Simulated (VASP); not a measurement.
SiNi, 4 atoms in the cell. The typed cell holds 4 atoms: a = 3.484 Å, b = 3.484 Å, c = 4.545 Å, α = 90.00°, β = 90.00°, γ = 120.00°. 

```yaml
Program: VASP 6.6.1
Task: single point
Functional: PBE
Potentials_or_basis: VASP PAW PBE potentials, release 64 (Ni, Si)
Cutoff: 520 eV
k_mesh: 6 × 6 × 4
Occupations: fermi-dirac, width 0.0198 eV
Spin: no spin polarisation
Dipole_correction: no
Further_INCAR_settings: ALGO = Normal; EDIFF = 1e-07; NBANDS = 22
```

Potentials or basis: VASP PAW PBE potentials, release 64 (Ni, Si).

The run is started by

```bash
$ cat potpaw_PBE.64/Ni/POTCAR potpaw_PBE.64/Si/POTCAR > POTCAR
$ mpirun -np 1 vasp_std > vasp.out
```

Hardware: 1 thread of Intel(R) Xeon(R) 6975P-C (Granite Rapids), with other jobs on the host.

Question: Estimate the wall time of this run.

Answer: Run time: 21 s on 1 thread of Intel(R) Xeon(R) 6975P-C (Granite Rapids) (shared host), peak memory 0.18 GiB. Counts: scf iterations 17, k points 39.
